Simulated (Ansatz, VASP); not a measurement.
## ZnS in VASP and in Ansatz

```
Zn S
1.0
     3.19473    0.00000    0.00000
     0.00000    3.19473    0.00000
     0.00000    0.00000    3.19473
Zn S
1 1
Cartesian
  1.5974 1.5974 1.5974
  0.0000 0.0000 0.0000
```

Change from the starting cell: species swapped into the LiPb type (Pm-3m, No. 221).

Alike in both runs: functional PBE; k mesh 6 × 6 × 6; occupations gaussian, width 0.1 eV; no spin polarisation.

Ansatz relaxed the structure, and its values are those at the end. VASP's run is a single point on that final structure, the one shown.

|  | VASP | Ansatz |
| --- | --- | --- |
| version | VASP 6.6.1 | Ansatz 0.2.0 |
| potentials or method | VASP PAW PBE potentials, release 64 (Zn, S), cutoff 500 eV | scalar-relativistic, plane waves, PAW |
| valence electrons in the cell | 18 | 18 |

VASP gave:

```
gap on the k mesh at the Fermi level (eV) : none
pressure (GPa)                            : 0.0
```

Question: Which values does Ansatz return?

Answer: gap on the k mesh at the Fermi level (eV): none; pressure (GPa): -0.1.

A gap of «none» marks a metal or a gap that the smearing closes.
